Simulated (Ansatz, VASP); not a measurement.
Si in VASP and in Ansatz

```
CELL_PARAMETERS angstrom
3.98457 0.00000 0.00000
-1.99229 3.18530 0.00000
0.00000 0.00000 6.33262
ATOMIC_POSITIONS crystal
Si 0.33333 0.66667 0.06301
Si 0.66667 0.33333 0.56301
Si 0.33333 0.66667 0.43699
Si 0.66667 0.33333 0.93699
```

Change from the starting cell: strain +0.0400 x Voigt [1, -1, 0, 0, 0, 0], atoms carried along.

Alike in both runs: task single point; functional LDA; k mesh 12 × 12 × 6; occupations gaussian, width 0.03 eV; no spin polarisation.

```csv
,VASP,Ansatz
version,VASP 6.6.1,Ansatz 0.2.0
potentials or method,"VASP PAW LDA potentials, release 64 (Si), cutoff 520 eV","scalar-relativistic, plane waves, PAW"
valence electrons in the cell,16,16
```

VASP gave:

* gap on the k mesh at the Fermi level (eV): none
* pressure (GPa): -1.5
* traceless stress, the component that is largest in VASP (GPa): 7.04
* rms of the force components (eV/Å): 0.416

What did Ansatz give for the same quantities?

gap on the k mesh at the Fermi level (eV): none; pressure (GPa): -1.6; traceless stress, the component that is largest in VASP (GPa): 7.02; rms of the force components (eV/Å): 0.415.

LDA's correlation is that of Perdew and Zunger in VASP and of Perdew and Wang (1992) in Ansatz. Atom by atom the forces differ by 0.001 eV/Å (rms over components). A gap of «none» marks a metal or a gap that the smearing closes.
